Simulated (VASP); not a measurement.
# BiRh (P6_3/mmc) in VASP: notebook

BiRh is run at these levels: LDA; tasks: single point.

Everything below comes from runs of VASP 6.6.1. Logs are shortened: lines on timing, memory, paths and dates and some standing lists are left out, and cuts for length are marked.

### 1 The cell of the first run

The structure is hexagonal, space group P6_3/mmc (No. 194). Conventional cell: a = 4.010 Å, b = 4.010 Å, c = 5.547 Å, α = 90.00°, β = 90.00°, γ = 120.00°. Within 3.6 Å of Bi (site symmetry -6m2) lie 6 Rh at 2.70 Å. Rh (site symmetry -3m) has 6 Bi at 2.70 Å and 2 Rh at 2.77 Å within 3.6 Å.

### 2 Single point, LDA (volume scaled by 0.94)

File INCAR:

```
ALGO = Normal
EDIFF = 1E-7
ENCUT = 520
GGA = CA
ISIF = 2
ISMEAR = -1
LASPH = T
LCHARG = T
LELF = T
LREAL = F
LVHAR = T
LWAVE = F
NBANDS = 38
NELM = 100
PREC = Accurate
SIGMA = 0.03
```

File KPOINTS:

```
k-points
0
Gamma
  12 12 7
```

File POSCAR:

```
BiRh
1.0
    4.0104263761      0.0000000000      0.0000000000
   -2.0052131880      3.4731311217      0.0000000000
    0.0000000000      0.0000000000      5.5473961337
Bi Rh
2 2
Direct
    0.3333333333      0.6666666667      0.2500000000
    0.6666666667      0.3333333333      0.7500000000
    0.0000000000      0.0000000000      0.0000000000
    0.0000000000      0.0000000000      0.5000000000
```

Potentials or basis: VASP PAW LDA potentials, release 64 (Bi_d, Rh_pv).

Command:

```
$ cat potpaw_LDA.64/Bi_d/POTCAR potpaw_LDA.64/Rh_pv/POTCAR > POTCAR
$ mpirun -np 1 vasp_std > vasp.out
```

OUTCAR:

```text
EDIFF = 1E-7
   ENCUT = 520
   GGA = CA
   ISIF = 2
   ISMEAR = -1
   LASPH = T
   LREAL = F
   NELM = 100
   PREC = Accurate

 ion  position               nearest neighbor table
   1  0.333  0.667  0.250-   3 2.70   4 2.70   3 2.70   4 2.70   3 2.70   4 2.70   2 3.61   2 3.61
                             2 3.61   2 3.61   2 3.61   2 3.61
   2  0.667  0.333  0.750-   3 2.70   4 2.70   3 2.70   4 2.70   3 2.70   4 2.70   1 3.61   1 3.61
                             1 3.61   1 3.61   1 3.61   1 3.61
   3  0.000  0.000  0.000-   1 2.70   2 2.70   1 2.70   2 2.70   2 2.70   1 2.70   4 2.77   4 2.77

   4  0.000  0.000  0.500-   1 2.70   2 2.70   1 2.70   2 2.70   2 2.70   1 2.70   3 2.77   3 2.77

  LATTYP: Found a hexagonal cell.
 ALAT       =     4.0104263761
 C/A-ratio  =     1.3832434792

  Lattice vectors:

 A1 = (   4.0104263761,   0.0000000000,   0.0000000000)
 A2 = (  -2.0052131880,   3.4731311217,   0.0000000000)
 A3 = (   0.0000000000,   0.0000000000,   5.5473961337)

Analysis of symmetry for initial positions (statically):
=====================================================================
 Subroutine PRICEL returns:
 Original cell was already a primitive cell.

 Routine SETGRP: Setting up the symmetry group for a
 hexagonal supercell.

 Subroutine GETGRP returns: Found 24 space group operations
 (whereof 12 operations were pure point group operations)
 out of a pool of 24 trial point group operations.

The static configuration has the point symmetry D_3d.
 The point group associated with its full space group is D_6h.

Analysis of symmetry for dynamics (positions and initial velocities):
=====================================================================
 Subroutine PRICEL returns:
 Original cell was already a primitive cell.

 Routine SETGRP: Setting up the symmetry group for a
 hexagonal supercell.

 Subroutine GETGRP returns: Found 24 space group operations
 (whereof 12 operations were pure point group operations)
 out of a pool of 24 trial point group operations.

The dynamic configuration has the point symmetry D_3d.
 The point group associated with its full space group is D_6h.

 Subroutine INISYM returns: Found 24 space group operations
 (whereof 12 operations are pure point group operations),
 and found     1 'primitive' translations

----------------------------------------------------------------------------------------

                                     Primitive cell

  volume of cell :      77.2682

  direct lattice vectors                    reciprocal lattice vectors
     4.010426376  0.000000000  0.000000000     0.249350046  0.143962316  0.000000000
    -2.005213188  3.473131122  0.000000000     0.000000000  0.287924632  0.000000000
     0.000000000  0.000000000  5.547396134     0.000000000  0.000000000  0.180264754

  length of vectors
     4.010426376  4.010426376  5.547396134     0.287924632  0.287924632  0.180264754

  position of ions in fractional coordinates (direct lattice)
     0.333333333  0.666666667  0.250000000
     0.666666667  0.333333333  0.750000000
     0.000000000  0.000000000  0.000000000
     0.000000000  0.000000000  0.500000000

  ion indices of the primitive-cell ions
   primitive index   ion index
                 1           1
                 2           2
                 3           3
                 4           4

----------------------------------------------------------------------------------------

 KPOINTS: k-points

Automatic generation of k-mesh.
 Grid dimensions read from file:
 generate k-points for:   12   12    7

 Generating k-lattice:

  Cartesian coordinates                     Fractional coordinates (reciprocal lattice)
     0.020779170  0.011996860  0.000000000     0.083333333 -0.000000000  0.000000000
     0.000000000  0.023993719  0.000000000     0.000000000  0.083333333  0.000000000
     0.000000000  0.000000000  0.025752108     0.000000000  0.000000000  0.142857143

  Length of vectors
     0.023993719  0.023993719  0.025752108

  Shift w.r.t. Gamma in fractional coordinates (k-lattice)
     0.000000000  0.000000000  0.000000000

 Subroutine IBZKPT returns following result:
 ===========================================

 Found     76 irreducible k-points:

 Following reciprocal coordinates:
            Coordinates               Weight
  0.000000  0.000000  0.000000      1.000000
  0.083333  0.000000  0.000000      6.000000
  0.166667 -0.000000  0.000000      6.000000
  0.250000 -0.000000  0.000000      6.000000
  0.333333 -0.000000  0.000000      6.000000
  0.416667  0.000000  0.000000      6.000000
[... 16 lines left out ...]
  0.250000 -0.000000  0.142857     12.000000
  0.333333 -0.000000  0.142857     12.000000
 [... further k-points ...]
   k-points           NKPTS =     76   k-points in BZ     NKDIM =     76   number of bands    NBANDS=     38
   number of dos      NEDOS =    301   number of ions     NIONS =      4
   total plane-waves  NPLWV =  37800
   dimension x,y,z NGX =    30 NGY =   30 NGZ =   42
   dimension x,y,z NGXF=    60 NGYF=   60 NGZF=   84
   ions per type =               2   2
   NGX,Y,Z   is equivalent  to a cutoff of  12.44, 12.44, 12.59 a.u.
   NGXF,Y,Z  is equivalent  to a cutoff of  24.87, 24.87, 25.17 a.u.
 SYSTEM =  unknown system
   PREC   = accura    normal or accurate (medium, high low for compatibility)
   ISTART =      0    job   : 0-new  1-cont  2-samecut
   ICHARG =      2    charge: 1-file 2-atom 10-const
   ISPIN  =      1    spin polarized calculation?
   LNONCOLLINEAR =      F non collinear calculations
   LSORBIT =      F    spin-orbit coupling
   LASPH  =      T    aspherical Exc in radial PAW
   ENCUT  =  520.0 eV  38.22 Ry    6.18 a.u.   7.46  7.46 10.31*2*pi/ulx,y,z
   NELM   =    100;   NELMIN=  2; NELMDL= -5     # of ELM steps
   EDIFF  = 0.1E-06   stopping-criterion for ELM
   LREAL  =      F    real-space projection
   EDIFFG = 0.1E-05   stopping-criterion for IOM
   NSW    =      0    number of steps for IOM
   IBRION =     -1    ionic relax: 0-MD 1-quasi-New 2-CG
   NFREE  =      0    steps in history (QN), initial steepest desc. (CG)
   ISIF   =      2    stress and relaxation
   ISYM   =      2    0-nonsym 1-usesym 2-fastsym
   POTIM  = 0.5000    time-step for ionic-motion
   TEBEG  =    0.0;   TEEND  =   0.0 temperature during run
   PSTRESS=    0.0 pullay stress
   NELECT =      60.0000    total number of electrons
   NUPDOWN=      -1.0000    fix difference up-down
   EMIN   =  10.00;   EMAX   =-10.00  energy-range for DOS
   EFERMI =   0.00;   METHOD = LEGACY
   ISMEAR =    -1;   SIGMA  =   0.03  broadening in eV -4-tet -1-fermi 0-gaus
   EFERMI_NEDOS =   21; number of points for ismear=-14 and -15
   IALGO  =     38    algorithm
   IMIX   =      4    mixing-type and parameters
     AMIX     =   0.40;   BMIX     =  1.00
     AMIX_MAG =   1.60;   BMIX_MAG =  1.00
  volume/ion in A,a.u.               =      19.32       130.36
  Fermi-wavevector in a.u.,A,eV,Ry     =   1.504729  2.843525 30.806437  2.264209
  Thomas-Fermi vector in A             =   2.615671
   LORBIT       =      0    0 simple, 1 ext, 2 COOP (PROOUT), +10 PAW based schemes
   GGA     = CA    functional components
   LHFCALC =     F    Hartree Fock is set to
   AEXX    =    0.0000 exact exchange contribution
   IVDW    =     0    specifies the selected vdW correction
   LEPSILON=     F    determine dielectric tensor
   LRPA    =     F    only Hartree local field effects (RPA)
 non-spin polarized calculation
  energy-cutoff  :      520.00
  volume of cell :       77.27
 maximum number of plane-waves:      2097
 NGX is ok and might be reduce to    30
   NGX = 15   NGY = 15   NGZ = 21

 number of electron      59.9999994 magnetization

 Free energy of the ion-electron system (eV)
  ---------------------------------------------------
  ext. energy  EPLUGINS =         0.00000000
  ---------------------------------------------------
  free energy    TOTEN  =       -27.12434868 eV

  energy without entropy =      -27.11647782  energy(sigma->0) =      -27.12041325

 E-fermi :  10.7741     XC(G=0): -12.4816

 val. band max:       10.7671240778   @ k =   0.1667   0.1667   0.2857
 cond. band min:      10.7777160688   @ k =   0.3333   0.0833   0.2857
 fundamental gap:      0.0105919910
 Fermi energy:        10.7741252528

 k-point     1 :       0.0000    0.0000    0.0000
  band No.  band energies     occupation
      1     -35.3933      2.00000
      2     -35.1615      2.00000
      3     -35.1615      2.00000
      4     -35.1291      2.00000
      5     -35.1291      2.00000
      6     -35.0839      2.00000
[... 30 lines left out ...]
     37      17.7103      0.00000
     38      17.7103      0.00000

 k-point     2 :       0.0833    0.0000    0.0000
  band No.  band energies     occupation
      1     -35.3932      2.00000
      2     -35.1620      2.00000
      3     -35.1615      2.00000
      4     -35.1294      2.00000
      5     -35.1292      2.00000
      6     -35.0840      2.00000
[... 30 lines left out ...]
     37      17.7347      0.00000
     38      18.1764      0.00000

 k-point     3 :       0.1667   -0.0000    0.0000
  band No.  band energies     occupation
      1     -35.3928      2.00000
      2     -35.1633      2.00000
      3     -35.1617      2.00000
      4     -35.1303      2.00000
      5     -35.1296      2.00000
      6     -35.0840      2.00000
[... 30 lines left out ...]
     37      18.5301      0.00000
     38      18.6510      0.00000

 k-point     4 :       0.2500   -0.0000    0.0000
  band No.  band energies     occupation
      1     -35.3924      2.00000
      2     -35.1652      2.00000
      3     -35.1620      2.00000
      4     -35.1315      2.00000
      5     -35.1302      2.00000
      6     -35.0841      2.00000
[... 30 lines left out ...]
     37      18.1615      0.00000
     38      18.6982      0.00000
[... 703 lines left out ...]
      4     -35.1319      2.00000
      5     -35.1312      2.00000
      6     -35.0996      2.00000
[... 30 lines left out ...]
     37      18.1269      0.00000
     38      19.2200      0.00000

 k-point    23 :       0.2500   -0.0000    0.1429
  band No.  band energies     occupation
      1     -35.3774      2.00000
      2     -35.1635      2.00000
      3     -35.1604      2.00000
      4     -35.1332      2.00000
      5     -35.1318      2.00000
      6     -35.0996      2.00000
[... 30 lines left out ...]
     37      19.0769      0.00000
     38      19.0966      0.00000

 k-point    24 :       0.3333   -0.0000    0.1429
  band No.  band energies     occupation
      1     -35.3769      2.00000
      2     -35.1654      2.00000
      3     -35.1607      2.00000
      4     -35.1344      2.00000
      5     -35.1323      2.00000
      6     -35.0997      2.00000
[... 30 lines left out ...]
     37      18.8655      0.00000
     38      19.2027      0.00000

 [... further k-points ...]
[... 5 lines left out ...]
  --------------------------------------------------------------------------------------
  -------------------------------------------------------------------------------------
  Total        3.5730228      3.5730228      3.1933034      0.0000000      0.0000000     -0.0000000
  in kB       74.0875895     74.0875895     66.2140051      0.0000000      0.0000000     -0.0000000
  external PRESSURE =      71.4630613 kB  Pullay stress =       0.0000000 kB

 VOLUME and BASIS-vectors are now :
 -----------------------------------------------------------------------------
  energy-cutoff  :      520.00
  volume of cell :       77.27
      direct lattice vectors                 reciprocal lattice vectors
     4.010426376  0.000000000  0.000000000     0.249350046  0.143962316  0.000000000
    -2.005213188  3.473131122  0.000000000     0.000000000  0.287924632  0.000000000
     0.000000000  0.000000000  5.547396134     0.000000000  0.000000000  0.180264754

 POSITION                                       TOTAL-FORCE (eV/Angst)
 -----------------------------------------------------------------------------------
     -0.00000      2.31542      1.38685        -0.000000      0.000000      0.000000
      2.00521      1.15771      4.16055         0.000000     -0.000000      0.000000
      0.00000      0.00000      0.00000        -0.000000     -0.000000      0.000000
      0.00000      0.00000      2.77370         0.000000     -0.000000      0.000000
 -----------------------------------------------------------------------------------
    total drift:                               -0.000000      0.000000      0.000000

  FREE ENERGIE OF THE ION-ELECTRON SYSTEM (eV)
  ---------------------------------------------------
  free  energy   TOTEN  =       -27.1243486790 eV

  energy  without entropy=      -27.1164778183  energy(sigma->0) =      -27.12041325
```

Run time: 3.8 min. Hardware: 1 thread of Oxide Virtual Turin-like, shared host; peak memory 0.26 GiB.

What came out:

```yaml
Free_energy: -27.1243 eV
Pressure: 7.1 GPa
Band_gap_on_the_k_mesh: zero (band 30 reaches 12.52 eV, above the bottom of band 31 at 9.72 eV)
```

Levels at points of the mesh, in eV from the Fermi level:
| k point | band 28 | band 29 | band 30 | band 31 | band 32 | band 33 |
| --- | --- | --- | --- | --- | --- | --- |
| (0.00, 0.00, 0.00) | -1.14 | 1.41 | 1.41 | 1.47 | 3.43 | 3.48 |
| (0.50, 0.00, 0.00) | -1.83 | -1.34 | -1.11 | -1.06 | 0.21 | 3.08 |

Caveat: spin-orbit coupling is left out, which moves the levels of the heavy elements.

### 3 Single point, LDA (volume scaled by 0.98)

File INCAR:

```
PREC = Accurate ; ENCUT = 520
EDIFF = 1E-6 ; ISMEAR = -1
SIGMA = 0.03 ; LREAL = F
LASPH = T ; NELM = 100
ALGO = Normal ; ISIF = 2
LWAVE = F ; LCHARG = F
NBANDS = 38
```

File KPOINTS:

```
regular mesh
0
Gamma
  12 12 7
```

File POSCAR:

```
BiRh
1.0
    4.0665235209      0.0000000000      0.0000000000
   -2.0332617604      3.5217126742      0.0000000000
    0.0000000000      0.0000000000      5.6249921434
Bi Rh
2 2
Direct
    0.3333333333      0.6666666667      0.2500000000
    0.6666666667      0.3333333333      0.7500000000
    0.0000000000      0.0000000000      0.0000000000
    0.0000000000      0.0000000000      0.5000000000
```

Potentials or basis: VASP PAW LDA potentials, release 64 (Bi_d, Rh_pv).

Command:

```
$ cat potpaw_LDA.64/Bi_d/POTCAR potpaw_LDA.64/Rh_pv/POTCAR > POTCAR
$ mpirun -np 1 vasp_std > vasp.out
```

Run time: 4.6 min. Hardware: 1 thread of Oxide Virtual Turin-like, shared host; peak memory 0.26 GiB.

The run converged. Its results:

```yaml
Free_energy: -27.2014 eV
Pressure: 0.4 GPa
Band_gap_on_the_k_mesh: zero (band 30 reaches 11.76 eV, above the bottom of band 31 at 9.12 eV)
```

Stress tensor (GPa, compression positive):
```
 0.80  0.00  0.00
 0.00  0.80  0.00
 0.00  0.00 -0.32
```

Levels at points of the mesh, in eV from the Fermi level:
| k point | band 27 | band 28 | band 29 | band 30 | band 31 | band 32 | band 33 | band 34 |
| --- | --- | --- | --- | --- | --- | --- | --- | --- |
| (0.00, 0.00, 0.00) | -1.04 | -1.04 | 1.35 | 1.35 | 1.39 | 3.35 | 3.43 | 4.67 |
| (0.50, 0.00, 0.00) | -1.88 | -1.70 | -1.23 | -1.03 | -0.97 | 0.11 | 2.94 | 5.29 |

Caveat: spin-orbit coupling is left out, which moves the levels of the heavy elements.

### 4 Single point, LDA (volume scaled by 1.01)

File INCAR:

```
PREC = Accurate
ENCUT = 520
EDIFF = 1E-7
ISMEAR = -1
SIGMA = 0.03
LREAL = F
LASPH = T
NELM = 60
ALGO = Normal
ISIF = 2
LWAVE = F
LCHARG = T
GGA = CA
LELF = T
LVHAR = T
NBANDS = 38
```

KPOINTS is that of step 3.

File POSCAR:

```
BiRh
1.0
    4.1076022964      0.0000000000      0.0000000000
   -2.0538011482      3.5572879373      0.0000000000
    0.0000000000      0.0000000000      5.6818140917
Bi Rh
2 2
Direct
    0.3333333333      0.6666666667      0.2500000000
    0.6666666667      0.3333333333      0.7500000000
    0.0000000000      0.0000000000      0.0000000000
    0.0000000000      0.0000000000      0.5000000000
```

Command:

```
$ cat potpaw_LDA.64/Bi_d/POTCAR potpaw_LDA.64/Rh_pv/POTCAR > POTCAR
$ mpirun -np 1 vasp_std > vasp.out
```

Run time: 3.4 min. Hardware: 1 thread of Oxide Virtual Turin-like, shared host; peak memory 0.27 GiB.

It converged, with:

| Quantity | Value |
| --- | --- |
| Free energy | -27.1774 eV |
| Pressure | -3.6 GPa |
| Band gap on the k mesh | zero (band 30 reaches 11.23 eV, above the bottom of band 31 at 8.70 eV) |

Stress tensor (GPa, compression positive):
```
-3.19  0.00  0.00
 0.00 -3.19  0.00
 0.00  0.00 -4.49
```

Levels at points of the mesh, in eV from the Fermi level:
```tsv
k point	band 27	band 28	band 29	band 30	band 31	band 32	band 33	band 34
(0.00, 0.00, 0.00)	-0.98	-0.98	1.31	1.31	1.34	3.26	3.42	4.52
(0.50, 0.00, 0.00)	-1.80	-1.61	-1.15	-0.97	-0.91	0.05	2.84	5.20
```

Caveat: spin-orbit coupling is left out, which moves the levels of the heavy elements.

### 5 Overview

| cell | gap on the mesh (eV) | pressure (GPa) |
| --- | --- | --- |
| a = 4.010, b = 4.010, c = 5.547 Å, angles 90.0, 90.0, 120.0°, 4 atoms | none | 7.1 |
| a = 4.067, b = 4.067, c = 5.625 Å, angles 90.0, 90.0, 120.0°, 4 atoms | none | 0.4 |
| a = 4.108, b = 4.108, c = 5.682 Å, angles 90.0, 90.0, 120.0°, 4 atoms | none | -3.6 |

Alike in all rows: task single point; level LDA; potentials or basis VASP PAW LDA potentials, release 64 (Bi_d, Rh_pv); no spin polarisation; k mesh 12 × 12 × 7; cutoff (eV) 520; smearing fermi-dirac 0.03 eV.

Caveats: spin-orbit coupling is left out, which moves the levels of the heavy elements.

Total energies depend on the potentials used, so only differences within one code and one set of settings carry meaning.
